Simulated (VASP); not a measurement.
A run of VASP 6.6.1:

Contents of INCAR:

```
SYSTEM = TiSi2
PREC = Accurate
ENCUT = 520
EDIFF = 1E-7
ISMEAR = -1
SIGMA = 0.02
LREAL = .False.
LASPH = .True.
NELM = 100
ALGO = Normal
ISIF = 2
LWAVE = .False.
LCHARG = .False.
GGA = PS
NBANDS = 29
```

The input KPOINTS:

```
Automatic mesh
0
Gamma
  9 9 9
  0 0 0
```

Contents of POSCAR:

```
TiSi2
1.0
    0.0000000000      4.1582864460      4.3051074898
    2.4131720267      0.0000000000      4.3051074898
    2.4131720267      4.1582864460      0.0000000000
Ti Si
2 4
Direct
    0.7500000000      0.7500000000      0.7500000000
    0.5000000000      0.5000000000      0.5000000000
    0.4125656100      0.0874343900      0.4125656100
    0.0874343900      0.4125656100      0.0874343900
    0.1625656100      0.8374343900      0.1625656100
    0.8374343900      0.1625656100      0.8374343900
```

Potentials or basis: VASP PAW PBE potentials, release 64 (Ti_sv, Si).

The run is started by

```sh
$ cat potpaw_PBE.64/Ti_sv/POTCAR potpaw_PBE.64/Si/POTCAR > POTCAR
$ mpirun -np 1 vasp_std > vasp.out
```

Hardware: 1 thread of Intel Xeon 8259CL, on a shared host.

Problem. Estimate the wall time of this run.

Solution. It took 12 min on 1 thread of Intel Xeon 8259CL, with other jobs on the host, peak memory 0.42 GiB. Counts: scf iterations 16, k points 125.
